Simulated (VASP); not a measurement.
# VO2 in VASP: a series of runs, part 2 of 2

VASP 6.6.1.

## 3. Single point, PBE, collinear spin, ferromagnetic start

This run uses another cell than the first one, of 9.94 Å³/atom, 0.943 times its volume.

Input file INCAR:

```
PREC = Accurate
ENCUT = 600
EDIFF = 1E-6
ISMEAR = 0
SIGMA = 0.1
LREAL = False
LASPH = True
NELM = 200
ALGO = Normal
ISIF = 2
LWAVE = False
LCHARG = True
ISPIN = 2
MAGMOM = 0.92 0.92 0 0 0 0
LORBIT = 11
LMAXMIX = 4
GGA = PE
LVHAR = True
NBANDS = 38
GGA_COMPAT = False
KPAR = 4
```

Input file KPOINTS:

```
Automatic mesh
0
Gamma
  8 8 12
```

Input file POSCAR:

```
VO2
1.0
    4.5837936911      0.0000000000      0.0000000000
    0.0000000000      4.5832365969      0.0000000000
    0.0000000000      0.0000000000      2.8383716473
V O
2 4
Direct
    0.0000000000      0.0000000000      0.5000000000
    0.5000000000      0.5000000000      0.0000000000
    0.3000396724      0.2999427323      0.5000000000
    0.6999603276      0.7000572677      0.5000000000
    0.1999603276      0.7999427323      0.0000000000
    0.8000396724      0.2000572677      0.0000000000
```

Potentials or basis: VASP PAW PBE potentials, release 64 (V_sv, O).

Started as:

```sh
> cat potpaw_PBE.64/V_sv/POTCAR potpaw_PBE.64/O/POTCAR > POTCAR
> mpirun -np 4 vasp_std > vasp.out
```

Run time: 4.2 min. Hardware: 4 MPI ranks of Intel Xeon Platinum 8488C (Sapphire Rapids), shared host; peak memory 0.7 GiB.

The run converged. Its results:

| Quantity | Value |
| --- | --- |
| Free energy | -51.9741 eV |
| Pressure | 0.6 GPa |
| Largest force | 0.030 eV/Å |
| Band gap on the k mesh | zero (filled and empty bands overlap) |
| Net moment | 2.00 μB per cell |
| Site moments | V +1.05; O -0.05 μB |
| Valence electrons inside the program's atomic spheres | V 11.52; O 5.04 |

Forces in eV/Å, atoms in the order of the input:
```
V    0.000  0.000  0.000
V    0.000  0.000  0.000
O   -0.021 -0.021  0.000
O    0.021  0.021  0.000
O    0.021 -0.021  0.000
O   -0.021  0.021  0.000
```

Stress tensor (GPa, compression positive):
```
0.43 0.00 0.00
0.00 0.43 0.00
0.00 0.00 0.80
```

Levels at points of the mesh, in eV from the Fermi level:
Spin up:
```tsv
k point	band 24	band 25	band 26	band 27	band 28	band 29
(0.00, 0.00, 0.00)	-1.51	-1.02	-0.79	-0.34	-0.34	-0.22
(0.50, 0.00, 0.00)	-2.17	-0.33	-0.33	0.28	0.28	0.98
(0.00, 0.50, 0.00)	-2.17	-0.33	-0.33	0.28	0.28	0.98
(0.50, 0.50, 0.00)	-2.68	-0.99	-0.99	-0.32	-0.32	1.37
(0.00, 0.00, 0.50)	-3.11	0.39	0.39	0.56	0.56	1.02
(0.50, 0.00, 0.50)	-2.48	-0.84	-0.84	0.54	0.54	1.29
(0.00, 0.50, 0.50)	-2.47	-0.84	-0.84	0.54	0.54	1.29
(0.50, 0.50, 0.50)	-2.23	0.07	0.07	0.44	0.44	0.56
```
Spin down:
```tsv
k point	band 22	band 23	band 24	band 25	band 26	band 27
(0.00, 0.00, 0.00)	-2.00	-2.00	-1.50	0.19	0.24	0.82
(0.50, 0.00, 0.00)	-3.06	-2.25	-2.25	0.79	0.79	1.48
(0.00, 0.50, 0.00)	-3.06	-2.25	-2.25	0.79	0.79	1.48
(0.50, 0.50, 0.00)	-2.79	-2.74	-2.74	0.14	0.14	0.96
(0.00, 0.00, 0.50)	-3.86	-3.08	-3.08	1.37	1.37	1.75
(0.50, 0.00, 0.50)	-3.59	-2.58	-2.58	0.33	0.33	1.74
(0.00, 0.50, 0.50)	-3.59	-2.58	-2.58	0.33	0.33	1.74
(0.50, 0.50, 0.50)	-2.84	-2.24	-2.24	1.05	1.05	1.47
```

Caveat: semilocal functionals often make such compounds metallic where correlation or magnetic order opens a gap, which also shifts bond lengths.

## 4. Single point, PBE, collinear spin, ferromagnetic start (volume scaled by 0.94, then relaxed in part)

Input file INCAR:

```
SYSTEM = VO2
ALGO = Normal
EDIFF = 1E-6
ENCUT = 600
GGA = PE
GGA_COMPAT = .False.
ISIF = 2
ISMEAR = 0
ISPIN = 2
KPAR = 4
LASPH = .True.
LCHARG = .True.
LMAXMIX = 4
LORBIT = 11
LREAL = .False.
LVHAR = .True.
LWAVE = .False.
MAGMOM = 0.92 0.92 0 0 0 0
NBANDS = 38
NELM = 200
PREC = Accurate
SIGMA = 0.1
```

Input file KPOINTS:

```
k-points
0
Gamma
  8 8 12
  0 0 0
```

Input file POSCAR:

```
VO2
1.0
    4.4847235454      0.0000000000      0.0000000000
    0.0000000000      4.4843905782      0.0000000000
    0.0000000000      0.0000000000      2.7871179289
V O
2 4
Direct
    0.0000000000      0.0000000000      0.5000000000
    0.5000000000      0.5000000000      0.0000000000
    0.2976710903      0.2975967941      0.5000000000
    0.7023289097      0.7024032059      0.5000000000
    0.2023289097      0.7975967941      0.0000000000
    0.7976710903      0.2024032059      0.0000000000
```

Started as:

```sh
> cat potpaw_PBE.64/V_sv/POTCAR potpaw_PBE.64/O/POTCAR > POTCAR
> mpirun -np 4 vasp_std > vasp.out
```

Run time: 2.1 min. Hardware: 4 MPI ranks of AMD EPYC 9R45 (Zen 5), shared host; peak memory 0.63 GiB.

The run converged. Its results:

- Free energy: -51.7758 eV
- Pressure: 17.1 GPa
- Largest force: 0.027 eV/Å
- Band gap on the k mesh: zero (filled and empty bands overlap)
- Net moment: 1.99 μB per cell
- Site moments: V +1.02; O -0.04 μB
- Valence electrons inside the program's atomic spheres: V 11.67; O 5.08

Forces in eV/Å, atoms in the order of the input:
```
V    0.000  0.000  0.000
V    0.000  0.000  0.000
O   -0.019 -0.019  0.000
O    0.019  0.019  0.000
O    0.019 -0.019  0.000
O   -0.019  0.019  0.000
```

Stress tensor (GPa, compression positive):
```
16.97  0.00  0.00
 0.00 16.97  0.00
 0.00  0.00 17.32
```

Levels at points of the mesh, in eV from the Fermi level:
Spin up:
```csv
k point,band 24,band 25,band 26,band 27,band 28,band 29
"(0.00, 0.00, 0.00)",-1.57,-1.12,-0.91,-0.33,-0.33,-0.33
"(0.50, 0.00, 0.00)",-2.35,-0.37,-0.37,0.39,0.39,1.05
"(0.00, 0.50, 0.00)",-2.35,-0.37,-0.37,0.39,0.39,1.05
"(0.50, 0.50, 0.00)",-2.88,-1.10,-1.10,-0.31,-0.31,1.50
"(0.00, 0.00, 0.50)",-3.30,0.49,0.49,0.67,0.67,1.09
"(0.50, 0.00, 0.50)",-2.73,-0.91,-0.91,0.65,0.65,1.41
"(0.00, 0.50, 0.50)",-2.72,-0.91,-0.91,0.65,0.65,1.41
"(0.50, 0.50, 0.50)",-2.34,0.13,0.13,0.42,0.42,0.66
```
Spin down:
```tsv
k point	band 20	band 21	band 22	band 23	band 24	band 25	band 26	band 27	band 28	band 29
(0.00, 0.00, 0.00)	-3.66	-2.25	-2.15	-2.15	-1.58	0.07	0.10	0.71	0.89	0.89
(0.50, 0.00, 0.00)	-5.14	-3.31	-3.31	-2.41	-2.41	0.72	0.72	1.54	1.54	2.00
(0.00, 0.50, 0.00)	-5.14	-3.31	-3.31	-2.41	-2.41	0.72	0.72	1.54	1.54	2.00
(0.50, 0.50, 0.00)	-4.17	-3.01	-3.01	-2.92	-2.92	0.02	0.02	0.91	0.91	2.34
(0.00, 0.00, 0.50)	-4.96	-4.29	-4.29	-3.26	-3.26	1.43	1.43	1.86	1.86	1.99
(0.50, 0.00, 0.50)	-4.27	-3.85	-3.85	-2.81	-2.81	0.22	0.22	1.83	1.83	2.28
(0.00, 0.50, 0.50)	-4.27	-3.85	-3.85	-2.80	-2.80	0.22	0.22	1.83	1.83	2.28
(0.50, 0.50, 0.50)	-4.92	-3.14	-3.14	-2.35	-2.35	1.06	1.06	1.44	1.44	1.88
```

Caveat: the cell differs from its parent crystal (volume scaled by 0.94, then relaxed in part); semilocal functionals often make such compounds metallic where correlation or magnetic order opens a gap, which also shifts bond lengths.

## 5. Single point, PBE, collinear spin, ferromagnetic start (volume scaled by 1.03, then relaxed in part)

Input file INCAR:

```
SYSTEM = VO2
PREC = Accurate
ENCUT = 600
EDIFF = 1E-6
ISMEAR = 0
SIGMA = 0.1
LREAL = .False.
LASPH = .True.
NELM = 200
ALGO = Normal
ISIF = 2
LWAVE = .False.
LCHARG = .True.
ISPIN = 2
MAGMOM = 0.92 0.92 0 0 0 0
LORBIT = 11
LMAXMIX = 4
GGA = PE
LVHAR = .True.
NBANDS = 38
GGA_COMPAT = .False.
KPAR = 4
```

Input file KPOINTS:

```
regular mesh
0
Gamma
  8 8 12
  0 0 0
```

Input file POSCAR:

```
VO2
1.0
    4.6341987927      0.0000000000      0.0000000000
    0.0000000000      4.6342540159      0.0000000000
    0.0000000000      0.0000000000      2.8598900028
V O
2 4
Direct
    0.0000000000      0.0000000000      0.5000000000
    0.5000000000      0.5000000000      0.0000000000
    0.3015567426      0.3015632863      0.5000000000
    0.6984432574      0.6984367137      0.5000000000
    0.1984432574      0.8015632863      0.0000000000
    0.8015567426      0.1984367137      0.0000000000
```

Started as:

```sh
> cat potpaw_PBE.64/V_sv/POTCAR potpaw_PBE.64/O/POTCAR > POTCAR
> mpirun -np 4 vasp_std > vasp.out
```

Wall time 3.1 min (4 MPI ranks of Intel Xeon Platinum 8488C (Sapphire Rapids), shared host); peak memory 0.71 GiB.

The run converged. Its results:

```yaml
Free_energy: -51.9501 eV
Pressure: -5.6 GPa
Largest_force: 0.034 eV/Å
Band_gap_on_the_k_mesh: zero (filled and empty bands overlap)
Net_moment: 2.00 μB per cell
Site_moments: V +1.06; O -0.06 μB
Valence_electrons_inside_the_program's_atomic_spheres: V 11.45; O 5.03
```

Forces in eV/Å, atoms in the order of the input:
```
V    0.000  0.000  0.000
V    0.000  0.000  0.000
O   -0.024 -0.024  0.000
O    0.024  0.024  0.000
O    0.024 -0.024  0.000
O   -0.024  0.024  0.000
```

Stress tensor (GPa, compression positive):
```
-5.70  0.00  0.00
 0.00 -5.70  0.00
 0.00  0.00 -5.35
```

Levels at points of the mesh, in eV from the Fermi level:
Spin up:
```
           k point  band 24  band 25  band 26  band 27  band 28  band 29
(0.00, 0.00, 0.00)    -1.52    -0.97    -0.72    -0.34    -0.34    -0.15
(0.50, 0.00, 0.00)    -2.11    -0.30    -0.30     0.21     0.21     0.95
(0.00, 0.50, 0.00)    -2.11    -0.30    -0.30     0.21     0.21     0.95
(0.50, 0.50, 0.00)    -2.59    -0.94    -0.94    -0.32    -0.32     1.31
(0.00, 0.00, 0.50)    -3.04     0.32     0.32     0.52     0.52     0.99
(0.50, 0.00, 0.50)    -2.37    -0.82    -0.82     0.50     0.50     1.23
(0.00, 0.50, 0.50)    -2.37    -0.82    -0.82     0.50     0.50     1.23
(0.50, 0.50, 0.50)    -2.20     0.03     0.03     0.45     0.45     0.52
```
Spin down:
```tsv
k point	band 20	band 21	band 22	band 23	band 24	band 25	band 26	band 27	band 28	band 29
(0.00, 0.00, 0.00)	-3.31	-2.06	-1.94	-1.94	-1.49	0.23	0.29	0.89	0.97	0.97
(0.50, 0.00, 0.00)	-4.61	-2.94	-2.94	-2.19	-2.19	0.81	0.81	1.45	1.45	1.94
(0.00, 0.50, 0.00)	-4.61	-2.94	-2.94	-2.19	-2.19	0.81	0.81	1.45	1.45	1.94
(0.50, 0.50, 0.00)	-3.67	-2.69	-2.69	-2.66	-2.66	0.19	0.19	0.98	0.98	2.20
(0.00, 0.00, 0.50)	-4.56	-3.66	-3.66	-3.01	-3.01	1.33	1.33	1.70	1.70	1.93
(0.50, 0.00, 0.50)	-3.97	-3.49	-3.49	-2.49	-2.49	0.38	0.38	1.69	1.69	2.14
(0.00, 0.50, 0.50)	-3.97	-3.49	-3.49	-2.49	-2.49	0.38	0.38	1.69	1.69	2.14
(0.50, 0.50, 0.50)	-4.53	-2.71	-2.71	-2.21	-2.21	1.04	1.04	1.49	1.49	1.73
```

Caveat: the cell differs from its parent crystal (volume scaled by 1.03, then relaxed in part); semilocal functionals often make such compounds metallic where correlation or magnetic order opens a gap, which also shifts bond lengths.

## 6. The runs side by side

| cell | gap on the mesh (eV) | pressure (GPa) | moment (μB) | largest force (eV/Å) |
| --- | --- | --- | --- | --- |
| a = 4.687, b = 4.687, c = 2.878 Å, 6 atoms | none | -10.5 | 2.00 | 0.04 |
| a = 4.584, b = 4.583, c = 2.838 Å, 6 atoms | none | 0.6 | 2.00 | 0.03 |
| a = 4.485, b = 4.484, c = 2.787 Å, 6 atoms | none | 17.1 | 1.99 | 0.03 |
| a = 4.634, b = 4.634, c = 2.860 Å, 6 atoms | none | -5.6 | 2.00 | 0.03 |

Alike in all rows: task single point; level PBE; potentials or basis VASP PAW PBE potentials, release 64 (V_sv, O); spin collinear, ferromagnetic start; k mesh 8 × 8 × 12; cutoff (eV) 600; smearing gaussian 0.1 eV.

Caveats: semilocal functionals often make such compounds metallic where correlation or magnetic order opens a gap, which also shifts bond lengths.

Total energies depend on the potentials used, so only differences within one code and one set of settings carry meaning.
